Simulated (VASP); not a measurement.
# SnO2 (P-3m1) in VASP: a series of runs, part 2 of 2

VASP 6.6.1. The steps go on from the part before.

**4. Single point, PBE+D3(BJ)**

This run uses another cell than the first one, of 14.50 Å³/atom.

Contents of INCAR:

```
PREC = Accurate
ENCUT = 520
EDIFF = 1E-6
ISMEAR = 0
SIGMA = 0.05
LREAL = False
LASPH = True
NELM = 80
ALGO = Normal
ISIF = 2
LWAVE = False
LCHARG = False
GGA = PE
IVDW = 12
NBANDS = 49
```

Contents of KPOINTS:

```
regular mesh
0
Gamma
  9 9 2
```

Contents of POSCAR:

```
SnO2
1.0
   -3.2372529198      0.0000000000      0.0000000000
   -1.6186264599     -2.8035432670      0.0000000000
    0.0000000000     -0.0000000001     14.3754773976
Sn O
3 6
Direct
    0.6666666667      0.6666666667      0.4478128920
    1.0000000000      0.0000000000      0.1492610123
    0.3333333333      0.3333333333      0.7463647718
    0.6666666667      0.6666666667      0.2181668027
    1.0000000000      0.0000000000      0.8152705622
    0.3333333333      0.3333333333      0.5167186824
    0.6666666667      0.6666666667      0.6774589813
    1.0000000000      0.0000000000      0.3789071016
    0.3333333333      0.3333333333      0.0803552219
```

Potentials or basis: VASP PAW PBE potentials, release 64 (Sn_d, O).

The run is started by

```
> cat potpaw_PBE.64/Sn_d/POTCAR potpaw_PBE.64/O/POTCAR > POTCAR
> mpirun -np 1 vasp_std > vasp.out
```

OUTCAR:

```text
PREC = Accurate
   ENCUT = 520
   EDIFF = 1E-6
   ISMEAR = 0
   LREAL = False
   LASPH = True
   NELM = 80
   ISIF = 2
   GGA = PE
   IVDW = 12
 IVDW          = 12

 ion  position               nearest neighbor table
   1  0.667  0.667  0.448-   6 2.12   6 2.12   8 2.12   8 2.12   8 2.12   6 2.12
   2  0.000  0.000  0.149-   4 2.12   9 2.12   4 2.12   9 2.12   4 2.12   9 2.12
   3  0.333  0.333  0.746-   5 2.12   5 2.12   5 2.12   7 2.12   7 2.12   7 2.12
   4  0.667  0.667  0.218-   2 2.12   2 2.12   2 2.12
   5  0.000  0.000  0.815-   3 2.12   3 2.12   3 2.12
   6  0.333  0.333  0.517-   1 2.12   1 2.12   1 2.12
   7  0.667  0.667  0.677-   3 2.12   3 2.12   3 2.12
   8  0.000  0.000  0.379-   1 2.12   1 2.12   1 2.12
   9  0.333  0.333  0.080-   2 2.12   2 2.12   2 2.12

  LATTYP: Found a hexagonal cell.
 ALAT       =     3.2372529198
 C/A-ratio  =     4.4406408006

  Lattice vectors:

 A1 = (   1.6186264599,   2.8035432670,   0.0000000000)
 A2 = (  -3.2372529198,   0.0000000000,   0.0000000000)
 A3 = (   0.0000000000,  -0.0000000001,  14.3754773976)

Analysis of symmetry for initial positions (statically):
=====================================================================
 Subroutine PRICEL returns:
 Original cell was already a primitive cell.

 Routine SETGRP: Setting up the symmetry group for a
 hexagonal supercell.

 Subroutine GETGRP returns: Found 12 space group operations
 (whereof  6 operations were pure point group operations)
 out of a pool of 24 trial point group operations.

The static configuration has the point symmetry C_3v.
 The point group associated with its full space group is D_3d.

Analysis of symmetry for dynamics (positions and initial velocities):
=====================================================================
 Subroutine PRICEL returns:
 Original cell was already a primitive cell.
[... 145 lines left out ...]
  Thomas-Fermi vector in A             =   2.504125
   LORBIT       =      0    0 simple, 1 ext, 2 COOP (PROOUT), +10 PAW based schemes
   GGA     = PE    functional components
   LHFCALC =     F    Hartree Fock is set to
   AEXX    =    0.0000 exact exchange contribution
   IVDW    =    12    specifies the selected vdW correction
   LEPSILON=     F    determine dielectric tensor
   LRPA    =     F    only Hartree local field effects (RPA)
 non-spin polarized calculation
 Gauss-broadening in eV      SIGMA  =   0.05
  energy-cutoff  :      520.00
  volume of cell :      130.47
 maximum number of plane-waves:      3564
   NGX = 13   NGY = 13   NGZ = 53

 number of electron      78.0000008 magnetization

 Free energy of the ion-electron system (eV)
  ---------------------------------------------------
  ext. energy  EPLUGINS =         0.00000000
  ---------------------------------------------------
  free energy    TOTEN  =       -54.51755113 eV

  energy without entropy =      -54.51755113  energy(sigma->0) =      -54.51755113

 E-fermi :   3.6511     XC(G=0):  -9.9131

 val. band max:        3.3891696637   @ k =   0.2222   0.1111   0.0000
 cond. band min:       5.2521194094   @ k =   0.0000   0.0000   0.0000
 fundamental gap:      1.8629497457
 Fermi energy:         3.6510869156

 k-point     1 :       0.0000    0.0000    0.0000
  band No.  band energies     occupation
      1     -16.7312      2.00000
      2     -16.7212      2.00000
      3     -16.7209      2.00000
      4     -16.4843      2.00000
      5     -16.4843      2.00000
      6     -16.4730      2.00000
[... 1237 lines left out ...]
     48      13.6577      0.00000
     49      13.7127      0.00000

------------------------ aborting loop because EDIFF is reached ----------------------------------------

 Edisp (eV)   -1.63421

 E8    (eV) :    -0.6482

  FORCE on cell =-STRESS in cart. coord.  units (eV):
  Direction    XX          YY          ZZ          XY          YZ          ZX
  --------------------------------------------------------------------------------------
  -------------------------------------------------------------------------------------
  Total       0.26278     0.26278     0.17621    -0.00000    -0.00000    -0.00000
  in kB       3.22693     3.22693     2.16384    -0.00000    -0.00000    -0.00000
  external pressure =        2.87 kB  Pullay stress =        0.00 kB

 VOLUME and BASIS-vectors are now :
 -----------------------------------------------------------------------------
  energy-cutoff  :      520.00
  volume of cell :      130.47
      direct lattice vectors                 reciprocal lattice vectors
    -3.237252920  0.000000000  0.000000000    -0.308903884  0.178345741  0.000000000
    -1.618626460 -2.803543267  0.000000000     0.000000000 -0.356691481 -0.000000000
     0.000000000 -0.000000000 14.375477398     0.000000000  0.000000000  0.069562907

 POSITION                                       TOTAL-FORCE (eV/Angst)
 -----------------------------------------------------------------------------------
     -3.23725     -1.86903      6.43752         0.000000     -0.000000      0.000000
      0.00000     -0.00000      2.14570         0.000000     -0.000000      0.111777
     -1.61863     -0.93451     10.72935         0.000000      0.000000     -0.111777
     -3.23725     -1.86903      3.13625         0.000000     -0.000000      0.065703
      0.00000     -0.00000     11.71990         0.000000     -0.000000      0.261950
     -1.61863     -0.93451      7.42808         0.000000     -0.000000      0.054993
     -3.23725     -1.86903      9.73880        -0.000000      0.000000     -0.065703
      0.00000     -0.00000      5.44697        -0.000000      0.000000     -0.054993
     -1.61863     -0.93451      1.15514        -0.000000      0.000000     -0.261950
 -----------------------------------------------------------------------------------
    total drift:                                0.000000      0.000000     -0.000077

  FREE ENERGIE OF THE ION-ELECTRON SYSTEM (eV)
  ---------------------------------------------------
  free  energy   TOTEN  =       -56.1517642133 eV

  energy  without entropy=      -56.1517642133  energy(sigma->0) =      -56.15176421
```

stdout:

```text
POSCAR found type information on POSCAR SnO
 POSCAR found :  2 types and       9 ions
 scaLAPACK will be used
 LDA part: xc-table for (Slater+PW92), standard interpolation
 POSCAR, INCAR and KPOINTS ok, starting setup
 FFT: planning ... GRIDC
 FFT: planning ... GRID_SOFT
 FFT: planning ... GRID
 WAVECAR not read
 entering main loop
```

It took 76 s on 1 thread of Intel Xeon 6975P-C (Granite Rapids), shared host; peak memory 0.29 GiB.

Results:

```yaml
Free_energy: -56.1518 eV
Pressure: 0.3 GPa
Largest_force: 0.262 eV/Å
Band_gap_on_the_k_mesh: 1.86 eV (least direct gap 1.99 eV)
Dispersion_energy_per_atom: -0.182 eV
```

Forces in eV/Å, atoms in the order of the input:
```
Sn   0.000  0.000  0.000
Sn   0.000  0.000  0.112
Sn   0.000  0.000 -0.112
O    0.000  0.000  0.066
O    0.000  0.000  0.262
O    0.000  0.000  0.055
O    0.000  0.000 -0.066
O    0.000  0.000 -0.055
O    0.000  0.000 -0.262
```

Levels at points of the mesh, in eV from the valence-band top:
```csv
k point,band 35,band 36,band 37,band 38,band 39,band 40,band 41,band 42,band 43,band 44
"(0.00, 0.00, 0.00)",-0.99,-0.95,-0.95,-0.94,-0.13,1.86,2.72,3.26,5.63,5.65
"(0.00, 0.00, 0.50)",-0.99,-0.95,-0.95,-0.78,-0.25,2.03,2.49,3.36,5.58,5.73
```

Caveat: spin-orbit coupling is left out, which moves the levels of the heavy elements; an odd mesh through Γ misses points on the zone boundary, where band edges can lie.

**5. Single point, PBE+D3(BJ)**

This run uses another cell than the first one, of 15.81 Å³/atom.

Edit INCAR of step 4 so:

```diff
@@ -7,3 +7,3 @@
 LASPH = True
-NELM = 80
+NELM = 100
 ALGO = Normal
```

Contents of KPOINTS:

```
Automatic mesh
0
Gamma
  9 9 2
```

Contents of POSCAR:

```
SnO2
1.0
   -3.2372529198      0.0000000000      0.0000000000
   -1.6186264599     -2.8035432670      0.0000000000
    0.0000000000     -0.0000000001     15.6754773976
Sn O
3 6
Direct
    0.6666666667      0.6666666667      0.4106748359
    1.0000000000      0.0000000000      0.1368824855
    0.3333333333      0.3333333333      0.6844671862
    0.6666666667      0.6666666667      0.2000737752
    1.0000000000      0.0000000000      0.7476584759
    0.3333333333      0.3333333333      0.4738661255
    0.6666666667      0.6666666667      0.6212758966
    1.0000000000      0.0000000000      0.3474835462
    0.3333333333      0.3333333333      0.0736911959
```

The run is started by

```
> cat potpaw_PBE.64/Sn_d/POTCAR potpaw_PBE.64/O/POTCAR > POTCAR
> mpirun -np 1 vasp_std > vasp.out
```

It took 95 s on 1 thread of Intel Xeon 6975P-C (Granite Rapids), shared host; peak memory 0.3 GiB.

The run converged. Its results:

```
Free energy                : -56.0882 eV
Pressure                   : 0.4 GPa
Largest force              : 0.247 eV/Å
Band gap on the k mesh     : 1.93 eV (least direct gap 2.10 eV)
Dispersion energy per atom : -0.175 eV
```

Forces in eV/Å, atoms in the order of the input:
```
Sn   0.000  0.000  0.000
Sn   0.000  0.000  0.144
Sn   0.000  0.000 -0.144
O    0.000  0.000  0.068
O    0.000  0.000  0.247
O    0.000  0.000  0.055
O    0.000  0.000 -0.068
O    0.000  0.000 -0.055
O    0.000  0.000 -0.247
```

Stress tensor (GPa, compression positive):
```
0.35 0.00 0.00
0.00 0.35 0.00
0.00 0.00 0.51
```

Levels at points of the mesh, in eV from the valence-band top:
```csv
k point,band 35,band 36,band 37,band 38,band 39,band 40,band 41,band 42,band 43,band 44
"(0.00, 0.00, 0.00)",-0.98,-0.94,-0.94,-0.86,-0.17,1.93,2.64,3.30,5.63,5.66
"(0.00, 0.00, 0.50)",-0.98,-0.94,-0.94,-0.83,-0.19,1.98,2.58,3.33,5.59,5.71
```

Caveat: spin-orbit coupling is left out, which moves the levels of the heavy elements; an odd mesh through Γ misses points on the zone boundary, where band edges can lie.

**6. Summary**

| cell | gap on the mesh (eV) | pressure (GPa) | largest force (eV/Å) |
| --- | --- | --- | --- |
| a = 3.237, b = 3.237, c = 13.225 Å, angles 90.0, 90.0, 60.0°, 9 atoms | 1.67 | 0.3 | 0.21 |
| a = 3.237, b = 3.237, c = 13.675 Å, angles 90.0, 90.0, 60.0°, 9 atoms | 1.77 | 0.2 | 0.26 |
| a = 3.237, b = 3.237, c = 14.375 Å, angles 90.0, 90.0, 60.0°, 9 atoms | 1.86 | 0.3 | 0.26 |
| a = 3.237, b = 3.237, c = 15.675 Å, angles 90.0, 90.0, 60.0°, 9 atoms | 1.93 | 0.4 | 0.25 |

Alike in all rows: task single point; level PBE+D3(BJ); potentials or basis VASP PAW PBE potentials, release 64 (Sn_d, O); no spin polarisation; k mesh 9 × 9 × 2; cutoff (eV) 520; smearing gaussian 0.05 eV.

Caveats: spin-orbit coupling is left out, which moves the levels of the heavy elements; an odd mesh through Γ misses points on the zone boundary, where band edges can lie.

Absolute energies hang on the potentials; compare differences alone.
